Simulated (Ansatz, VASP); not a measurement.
# One calculation of WC, two programs

File POSCAR:

```
WC
1.0
    1.2317837176      0.7111706609      3.9234592485
   -1.2317837176      0.7111706609      3.9234592485
    0.0000000000     -1.4223413218      3.9234592485
W C
1 1
Direct
    0.0000000000      0.0000000000      0.0000000000
    0.5000000000      0.5000000000      0.5000000000
```

INCAR.step1

```
SYSTEM = WC
ALGO     = Normal         ! electronic algorithm
EDIFF    = 1E-4           ! SCF threshold, eV
ENCUT    = 600            ! plane-wave cutoff, eV
GGA      = PE             ! functional
ISMEAR   = 0              ! smearing method
LASPH    = .TRUE.         ! aspherical terms in the spheres
LCHARG   = .FALSE.        ! write CHGCAR
LREAL    = .FALSE.        ! projectors in reciprocal space
LWAVE    = .TRUE.         ! write WAVECAR
NELM     = 60             ! most SCF steps
PREC     = Accurate       ! precision mode
SIGMA    = 0.1            ! smearing width, eV
```

INCAR.step2

```
SYSTEM = WC
ALGO     = Normal         ! electronic algorithm
EDIFF    = 1E-6           ! SCF threshold, eV
EDIFFG   = -0.04          ! ionic threshold
ENCUT    = 600            ! plane-wave cutoff, eV
IBRION   = 2              ! ionic algorithm
ISIF     = 3              ! what is computed and relaxed
ISMEAR   = 0              ! smearing method
ISTART   = 1            
LASPH    = .TRUE.         ! aspherical terms in the spheres
LCHARG   = .FALSE.        ! write CHGCAR
LMIXTAU  = .TRUE.       
LREAL    = .FALSE.        ! projectors in reciprocal space
LWAVE    = .FALSE.        ! write WAVECAR
METAGGA  = R2SCAN         ! meta-GGA
NELM     = 60             ! most SCF steps
NSW      = 90             ! ionic steps
PREC     = Accurate       ! precision mode
SIGMA    = 0.1            ! smearing width, eV
```

KPOINTS

```
k-points
0
G
  12 12 12
  0 0 0
```

Input for Ansatz:

```yaml
crystal:
  lattice:
    - [1.2317837176, 0.7111706609, 3.9234592485]
    - [-1.2317837176, 0.7111706609, 3.9234592485]
    - [0.0, -1.4223413218, 3.9234592485]
  atoms:
    - { symbol: W, position: [0.0, 0.0, 0.0] }
    - { symbol: C, position: [0.5, 0.5, 0.5] }
basis:
  ecutwfc: 500
kpoints:
  mp_grid: { grid: [12, 12, 12] }
hamiltonian:
  xc: r2scan
scf:
  occupations: { method: gaussian, width: 0.1 }
  lower_state_search: "off"
output:
  forces: true
  stress: true
  eigenvalues: true
relax:
  adjacent_minimum: "off"
  f_tol: 0.04
  max_steps: 70
  cell: { stress_tol: 0.4 }
```

Alike in both runs: task relaxation of cell and atoms; functional r2SCAN; k mesh 12 × 12 × 12; occupations gaussian, width 0.1 eV; no spin polarisation.

```csv
,VASP,Ansatz
version,VASP 6.6.1,Ansatz 0.2.0
potentials or method,"VASP PAW PBE potentials, release 64 (W_sv, C), cutoff 600 eV","scalar-relativistic, plane waves, PAW"
valence electrons in the cell,18,18
```

Ansatz gave:

| Item | Value |
| --- | --- |
| gap on the k mesh at the Fermi level, each at its own relaxed structure (eV) | none |
| relaxed volume (Å³/atom) | 10.39 |
| relaxed cell length with the largest relative difference (Å) | 3.086 |

Problem. Which values does VASP return?

Solution. gap on the k mesh at the Fermi level, each at its own relaxed structure (eV): none; relaxed volume (Å³/atom): 10.41; relaxed cell length with the largest relative difference (Å): 3.090.

VASP's potentials were made for PBE, not for r2SCAN. A gap of «none» marks a metal or a gap that the smearing closes.

Spin-orbit coupling is off throughout. Noted on VASP's run: too few bands were computed for a metal, which touches its energy and stress.
